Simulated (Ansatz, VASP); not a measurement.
## SbO6 in VASP and in Ansatz

```
Sb O
1.0
    -3.05210    3.05210    3.02271
     3.05210   -3.05210    3.02271
     3.05210    3.05210   -3.02271
Sb O
1 6
Direct
  0.00000 0.00000 0.00000
  0.00000 0.70852 0.70852
  0.00000 0.29148 0.29148
  0.71165 0.71165 0.00000
  0.28835 0.28835 0.00000
  0.70852 0.00000 0.70852
  0.29148 0.00000 0.29148
```

Change from the starting cell: species swapped into the TcF6 type (I4/mmm, No. 139).

Alike in both runs: task single point; functional PBE; k mesh 4 × 4 × 4; occupations gaussian, width 0.1 eV; no spin polarisation.

```csv
,VASP,Ansatz
version,VASP 6.6.1,Ansatz 0.2.0
potentials or method,"VASP PAW PBE potentials, release 64 (Sb, O), cutoff 520 eV","scalar-relativistic, plane waves, PAW"
valence electrons in the cell,41,51
```

Ansatz gave:

* gap on the k mesh at the Fermi level (eV): none
* rms of the force components (eV/Å): 3.529

Task: What did VASP give for the same quantities?

Result: gap on the k mesh at the Fermi level (eV): none; rms of the force components (eV/Å): 3.949.

Atom by atom the forces differ by 0.421 eV/Å (rms over components). A gap of «none» marks a metal or a gap that the smearing closes. VASP's potentials hold 41 valence electrons a cell and Ansatz's 51, so a difference there can come from the potentials and not from the codes.

The k mesh is coarse, so the values compare programs but aren't converged. Neither program's run includes spin-orbit coupling.
